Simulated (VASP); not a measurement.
# ZrTi2Si2 (P6/mmm) in VASP: single point with PBE

Aim: the single point of ZrTi2Si2 with PBE.

All numbers are computed with VASP 6.6.1; they aren't measurements. Logs are shortened: lines on timing, memory, paths and dates and some standing lists are left out, and cuts for length are marked.

## (1) The cell of the first run

It takes space group P6/mmm (No. 191, hexagonal). Conventional cell: a = 4.829 Å, b = 4.829 Å, c = 7.193 Å, α = 90.00°, β = 90.00°, γ = 120.00°. Within 3.3 Å of Zr (site symmetry 6/mmm) lie 2 Si at 2.48 Å and 6 Ti at 2.79 Å. Ti (site symmetry -6m2) has 3 Ti at 2.79 Å and 3 Zr at 2.79 Å and 6 Si at 3.73 Å within 3.8 Å. Si (site symmetry 6mm) has 1 Si at 2.24 Å and 1 Zr at 2.48 Å within 3.0 Å.

The cell was built from a structure type or drawn by symmetry, and may not be a known phase.

## (2) Single point, PBE

Input file INCAR:

```
ALGO = Normal
EDIFF = 1E-6
ENCUT = 520
GGA = PE
ISIF = 2
ISMEAR = 0
LASPH = True
LCHARG = True
LELF = True
LREAL = False
LVHAR = True
LWAVE = False
NBANDS = 30
NELM = 60
PREC = Accurate
SIGMA = 0.1
```

Input file KPOINTS:

```
k-points
0
Gamma
  6 6 4
```

Input file POSCAR:

```
ZrTi2Si2
1.0
    4.8291358595      0.0000000038      0.0000000000
   -2.4145679330      4.1821543307      0.0000000000
    0.0000000000      0.0000000000      7.1931583336
Zr Ti Si
1 2 2
Direct
    0.0000000000      0.0000000000      0.5000000000
    0.3333333333      0.6666666667      0.5000000000
    0.6666666667      0.3333333333      0.5000000000
    0.0000000000      0.0000000000      0.1558984488
    0.0000000000      0.0000000000      0.8441015512
```

Potentials or basis: VASP PAW PBE potentials, release 64 (Zr_sv, Ti_sv, Si).

Run with:

```bash
> cat potpaw_PBE.64/Zr_sv/POTCAR potpaw_PBE.64/Ti_sv/POTCAR potpaw_PBE.64/Si/POTCAR > POTCAR
> mpirun -np 1 vasp_std > vasp.out
```

OUTCAR:

```text
EDIFF = 1E-6
   ENCUT = 520
   GGA = PE
   ISIF = 2
   ISMEAR = 0
   LASPH = True
   LREAL = False
   NELM = 60
   PREC = Accurate

 ion  position               nearest neighbor table
   1  0.000  0.000  0.500-   4 2.48   5 2.48   2 2.79   3 2.79   2 2.79   3 2.79   3 2.79   2 2.79

   2  0.333  0.667  0.500-   3 2.79   1 2.79   3 2.79   1 2.79   1 2.79   3 2.79
   3  0.667  0.333  0.500-   2 2.79   1 2.79   2 2.79   1 2.79   1 2.79   2 2.79
   4  0.000  0.000  0.156-   5 2.24   1 2.48
   5  0.000  0.000  0.844-   4 2.24   1 2.48

  LATTYP: Found a hexagonal cell.
 ALAT       =     4.8291358595
 C/A-ratio  =     1.4895332297

  Lattice vectors:

 A1 = (   4.8291358595,   0.0000000038,   0.0000000000)
 A2 = (  -2.4145679330,   4.1821543307,   0.0000000000)
 A3 = (   0.0000000000,   0.0000000000,   7.1931583336)

Analysis of symmetry for initial positions (statically):
=====================================================================
 Subroutine PRICEL returns:
 Original cell was already a primitive cell.

 Routine SETGRP: Setting up the symmetry group for a
 hexagonal supercell.

 Subroutine GETGRP returns: Found 24 space group operations
 (whereof 24 operations were pure point group operations)
 out of a pool of 24 trial point group operations.

The static configuration has the point symmetry D_6h.

Analysis of symmetry for dynamics (positions and initial velocities):
=====================================================================
 Subroutine PRICEL returns:
 Original cell was already a primitive cell.

 Routine SETGRP: Setting up the symmetry group for a
 hexagonal supercell.

 Subroutine GETGRP returns: Found 24 space group operations
 (whereof 24 operations were pure point group operations)
 out of a pool of 24 trial point group operations.

The dynamic configuration has the point symmetry D_6h.

 Subroutine INISYM returns: Found 24 space group operations
 (whereof 24 operations are pure point group operations),
 and found     1 'primitive' translations

----------------------------------------------------------------------------------------

                                     Primitive cell

  volume of cell :     145.2744

  direct lattice vectors                    reciprocal lattice vectors
     4.829135860  0.000000004  0.000000000     0.207076386  0.119555607  0.000000000
    -2.414567933  4.182154331  0.000000000    -0.000000000  0.239111214  0.000000000
     0.000000000  0.000000000  7.193158334     0.000000000  0.000000000  0.139020991

  length of vectors
     4.829135860  4.829135859  7.193158334     0.239111214  0.239111214  0.139020991

  position of ions in fractional coordinates (direct lattice)
     0.000000000  0.000000000  0.500000000
     0.333333333  0.666666667  0.500000000
     0.666666667  0.333333333  0.500000000
     0.000000000  0.000000000  0.155898449
     0.000000000  0.000000000  0.844101551

  ion indices of the primitive-cell ions
   primitive index   ion index
                 1           1
                 2           2
                 3           3
                 4           4
                 5           5

----------------------------------------------------------------------------------------

 KPOINTS: k-points

Automatic generation of k-mesh.
 Grid dimensions read from file:
 generate k-points for:    6    6    4

 Generating k-lattice:

  Cartesian coordinates                     Fractional coordinates (reciprocal lattice)
     0.034512731  0.019925935  0.000000000     0.166666667  0.000000000  0.000000000
    -0.000000000  0.039851869  0.000000000    -0.000000000  0.166666667  0.000000000
     0.000000000  0.000000000  0.034755248     0.000000000  0.000000000  0.250000000

  Length of vectors
     0.039851869  0.039851869  0.034755248

  Shift w.r.t. Gamma in fractional coordinates (k-lattice)
     0.000000000  0.000000000  0.000000000

 Subroutine IBZKPT returns following result:
 ===========================================

 Found     21 irreducible k-points:

 Following reciprocal coordinates:
            Coordinates               Weight
  0.000000  0.000000  0.000000      1.000000
  0.166667 -0.000000  0.000000      6.000000
  0.333333  0.000000  0.000000      6.000000
  0.500000  0.000000  0.000000      3.000000
  0.166667  0.166667  0.000000      6.000000
  0.333333  0.166667  0.000000     12.000000
[... 13 lines left out ...]
  0.333333  0.166667  0.500000     12.000000
  0.333333  0.333333  0.500000      2.000000
   k-points           NKPTS =     21   k-points in BZ     NKDIM =     21   number of bands    NBANDS=     30
   number of dos      NEDOS =    301   number of ions     NIONS =      5
   total plane-waves  NPLWV =  69984
   dimension x,y,z NGX =    36 NGY =   36 NGZ =   54
   dimension x,y,z NGXF=    72 NGYF=   72 NGZF=  108
   ions per type =               1   2   2
   NGX,Y,Z   is equivalent  to a cutoff of  12.39, 12.39, 12.48 a.u.
   NGXF,Y,Z  is equivalent  to a cutoff of  24.79, 24.79, 24.96 a.u.
 SYSTEM =  unknown system
   PREC   = accura    normal or accurate (medium, high low for compatibility)
   ISTART =      0    job   : 0-new  1-cont  2-samecut
   ICHARG =      2    charge: 1-file 2-atom 10-const
   ISPIN  =      1    spin polarized calculation?
   LNONCOLLINEAR =      F non collinear calculations
   LSORBIT =      F    spin-orbit coupling
   LASPH  =      T    aspherical Exc in radial PAW
   ENCUT  =  520.0 eV  38.22 Ry    6.18 a.u.   8.98  8.98 13.37*2*pi/ulx,y,z
   NELM   =     60;   NELMIN=  2; NELMDL= -5     # of ELM steps
   EDIFF  = 0.1E-05   stopping-criterion for ELM
   LREAL  =      F    real-space projection
   EDIFFG = 0.1E-04   stopping-criterion for IOM
   NSW    =      0    number of steps for IOM
   IBRION =     -1    ionic relax: 0-MD 1-quasi-New 2-CG
   NFREE  =      0    steps in history (QN), initial steepest desc. (CG)
   ISIF   =      2    stress and relaxation
   ISYM   =      2    0-nonsym 1-usesym 2-fastsym
   POTIM  = 0.5000    time-step for ionic-motion
   TEBEG  =    0.0;   TEEND  =   0.0 temperature during run
   PSTRESS=    0.0 pullay stress
   NELECT =      44.0000    total number of electrons
   NUPDOWN=      -1.0000    fix difference up-down
   EMIN   =  10.00;   EMAX   =-10.00  energy-range for DOS
   EFERMI =   0.00;   METHOD = LEGACY
   ISMEAR =     0;   SIGMA  =   0.10  broadening in eV -4-tet -1-fermi 0-gaus
   EFERMI_NEDOS =   21; number of points for ismear=-14 and -15
   IALGO  =     38    algorithm
   IMIX   =      4    mixing-type and parameters
     AMIX     =   0.40;   BMIX     =  1.00
     AMIX_MAG =   1.60;   BMIX_MAG =  1.00
  volume/ion in A,a.u.               =      29.05       196.07
  Fermi-wavevector in a.u.,A,eV,Ry     =   1.099418  2.077598 16.445622  1.208719
  Thomas-Fermi vector in A             =   2.235812
   LORBIT       =      0    0 simple, 1 ext, 2 COOP (PROOUT), +10 PAW based schemes
   GGA     = PE    functional components
   LHFCALC =     F    Hartree Fock is set to
   AEXX    =    0.0000 exact exchange contribution
   IVDW    =     0    specifies the selected vdW correction
   LEPSILON=     F    determine dielectric tensor
   LRPA    =     F    only Hartree local field effects (RPA)
 non-spin polarized calculation
 Gauss-broadening in eV      SIGMA  =   0.10
  energy-cutoff  :      520.00
  volume of cell :      145.27
 maximum number of plane-waves:      3939
 NGX is ok and might be reduce to    36
   NGX = 17   NGY = 17   NGZ = 27

 number of electron      43.9999986 magnetization

 Free energy of the ion-electron system (eV)
  ---------------------------------------------------
  ext. energy  EPLUGINS =         0.00000000
  ---------------------------------------------------
  free energy    TOTEN  =       -29.71399374 eV

  energy without entropy =      -29.68964136  energy(sigma->0) =      -29.70181755

 E-fermi :   3.5726     XC(G=0):  -8.5185

 val. band max:        3.5596024716   @ k =   0.5000   0.0000   0.5000
 cond. band min:       3.5750657088   @ k =   0.0000   0.0000   0.5000
 fundamental gap:      0.0154632372
 Fermi energy:         3.5726495445

 k-point     1 :       0.0000    0.0000    0.0000
  band No.  band energies     occupation
      1     -53.6924      2.00000
      2     -53.5941      2.00000
      3     -44.2442      2.00000
      4     -30.1848      2.00000
      5     -30.1012      2.00000
      6     -29.9590      2.00000
[... 22 lines left out ...]
     29       4.6505      0.00000
     30       5.0119      0.00000

 k-point     2 :       0.1667   -0.0000    0.0000
  band No.  band energies     occupation
      1     -53.6865      2.00000
      2     -53.5999      2.00000
      3     -44.2452      2.00000
      4     -30.1798      2.00000
      5     -30.1061      2.00000
      6     -29.9729      2.00000
[... 22 lines left out ...]
     29       5.0401      0.00000
     30       5.0466      0.00000

 k-point     3 :       0.3333    0.0000    0.0000
  band No.  band energies     occupation
      1     -53.6714      2.00000
      2     -53.6148      2.00000
      3     -44.2472      2.00000
      4     -30.1668      2.00000
      5     -30.1187      2.00000
      6     -29.9979      2.00000
[... 22 lines left out ...]
     29       4.9853      0.00000
     30       5.5736      0.00000

 k-point     4 :       0.5000    0.0000    0.0000
  band No.  band energies     occupation
      1     -53.6594      2.00000
      2     -53.6268      2.00000
      3     -44.2482      2.00000
      4     -30.1564      2.00000
      5     -30.1289      2.00000
      6     -30.0093      2.00000
[... 517 lines left out ...]
     29       5.0340      0.00000
     30       5.2330      0.00000

 k-point    20 :       0.3333    0.1667    0.5000
  band No.  band energies     occupation
      1     -53.6594      2.00000
      2     -53.6268      2.00000
      3     -44.2482      2.00000
      4     -30.1565      2.00000
      5     -30.1288      2.00000
      6     -29.9999      2.00000
[... 22 lines left out ...]
     29       5.3203      0.00000
     30       5.8830      0.00000

 k-point    21 :       0.3333    0.3333    0.5000
  band No.  band energies     occupation
      1     -53.6431      2.00000
      2     -53.6431      2.00000
      3     -44.2487      2.00000
      4     -30.1426      2.00000
      5     -30.1426      2.00000
      6     -29.9962      2.00000
[... 22 lines left out ...]
     29       5.4594      0.00000
     30       6.2077      0.00000

------------------------ aborting loop because EDIFF is reached ----------------------------------------

  FORCE on cell =-STRESS in cart. coord.  units (eV):
  Direction    XX          YY          ZZ          XY          YZ          ZX
  --------------------------------------------------------------------------------------
  -------------------------------------------------------------------------------------
  Total       -0.0808207     -0.0808207      0.0534532     -0.0000000     -0.0000000      0.0000000
  in kB       -0.8913409     -0.8913409      0.5895154     -0.0000000     -0.0000000      0.0000000
  external PRESSURE =      -0.3977222 kB  Pullay stress =       0.0000000 kB

 VOLUME and BASIS-vectors are now :
 -----------------------------------------------------------------------------
  energy-cutoff  :      520.00
  volume of cell :      145.27
      direct lattice vectors                 reciprocal lattice vectors
     4.829135860  0.000000004  0.000000000     0.207076386  0.119555607  0.000000000
    -2.414567933  4.182154331  0.000000000    -0.000000000  0.239111214  0.000000000
     0.000000000  0.000000000  7.193158334     0.000000000  0.000000000  0.139020991

 POSITION                                       TOTAL-FORCE (eV/Angst)
 -----------------------------------------------------------------------------------
      0.00000      0.00000      3.59658        -0.000000      0.000000     -0.000000
     -0.00000      2.78810      3.59658         0.000000     -0.000000     -0.000000
      2.41457      1.39405      3.59658        -0.000000      0.000000     -0.000000
      0.00000      0.00000      1.12140        -0.000000     -0.000000     -0.020935
      0.00000      0.00000      6.07176        -0.000000      0.000000      0.020935
 -----------------------------------------------------------------------------------
    total drift:                                0.000000      0.000000     -0.000000

  FREE ENERGIE OF THE ION-ELECTRON SYSTEM (eV)
  ---------------------------------------------------
  free  energy   TOTEN  =       -29.7139937373 eV

  energy  without entropy=      -29.6896413576  energy(sigma->0) =      -29.70181755
```

It took 81 s on 1 thread of Intel Xeon Platinum 8488C (Sapphire Rapids), shared host; peak memory 0.29 GiB.

Results:

```
Free energy            : -29.7140 eV
Pressure               : 0.0 GPa
Largest force          : 0.021 eV/Å
Band gap on the k mesh : zero (bands 22 and 23 overlap by 0.68 eV)
```

Forces in eV/Å, atoms in the order of the input:
```
Zr   0.000  0.000  0.000
Ti   0.000  0.000  0.000
Ti   0.000  0.000  0.000
Si   0.000  0.000 -0.021
Si   0.000  0.000  0.021
```

Stress tensor (GPa, compression positive):
```
-0.09  0.00  0.00
 0.00 -0.09  0.00
 0.00  0.00  0.06
```

Levels at points of the mesh, in eV from the Fermi level:
```
           k point  band 18  band 19  band 20  band 21  band 22  band 23  band 24  band 25  band 26  band 27
(0.00, 0.00, 0.00)    -0.69    -0.47    -0.47    -0.22    -0.22    -0.10    -0.10     0.53     0.79     0.79
(0.50, 0.00, 0.00)    -1.72    -1.72    -1.00    -0.65    -0.57    -0.43    -0.34     0.23     0.94     1.32
(0.00, 0.00, 0.50)    -1.16    -0.21    -0.21    -0.11    -0.11     0.00     0.00     0.61     1.08     1.08
(0.50, 0.00, 0.50)    -1.99    -1.49    -1.10    -0.44    -0.33    -0.01     0.59     0.72     0.98     1.01
```
